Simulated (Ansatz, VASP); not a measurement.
Mg in VASP and in Ansatz

```
Mg
1.0
     3.19531    0.00000    0.00000
    -1.59766    2.76722    0.00000
     0.00000    0.00000    5.18794
Mg
2
Direct
  0.33333 0.66667 0.25000
  0.66667 0.33333 0.75000
```

Alike in both runs: task single point; functional PBE; k mesh 19 × 19 × 10; occupations fermi-dirac, width 0.1 eV; no spin polarisation.

|  | VASP | Ansatz |
| --- | --- | --- |
| version | VASP 6.6.1 | Ansatz 0.2.0 |
| potentials or method | VASP PAW PBE potentials, release 64 (Mg), cutoff 520 eV | plane waves (420 eV) with PAW, scalar-relativistic |
| valence electrons in the cell | 4 | 20 |

```tsv
	VASP	Ansatz	Ansatz less VASP
pressure (GPa)	-0.1	0.1	+0.13
```

VASP's potentials hold 4 valence electrons a cell and Ansatz's 20, so a difference there can come from the potentials and not from the codes.
